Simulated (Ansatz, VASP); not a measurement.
# Sc in VASP and in Ansatz

```
Sc
1.0
     0.00000    2.23965    2.23965
     2.23965    0.00000    2.23965
     2.23965    2.23965    0.00000
Sc
1
Direct
  0.00000 0.00000 0.00000
```

Alike in both runs: task single point; functional r2SCAN; k mesh 19 × 19 × 19; occupations fermi-dirac, width 0.05 eV; collinear spin.

```csv
,VASP,Ansatz
version,VASP 6.6.1,Ansatz 0.2.0
potentials or method,"VASP PAW PBE potentials, release 64 (Sc_sv), cutoff 520 eV","plane waves (500 eV) with PAW, scalar-relativistic"
valence electrons in the cell,11,11
```

```csv
,VASP,Ansatz,Ansatz less VASP
pressure (GPa),7.0,6.7,-0.24
net moment per atom (μB),0.00,0.00,0.000
```

VASP's potentials were made for PBE, not for r2SCAN. Ansatz's warnings: seeded moment not kept, stability check not made.
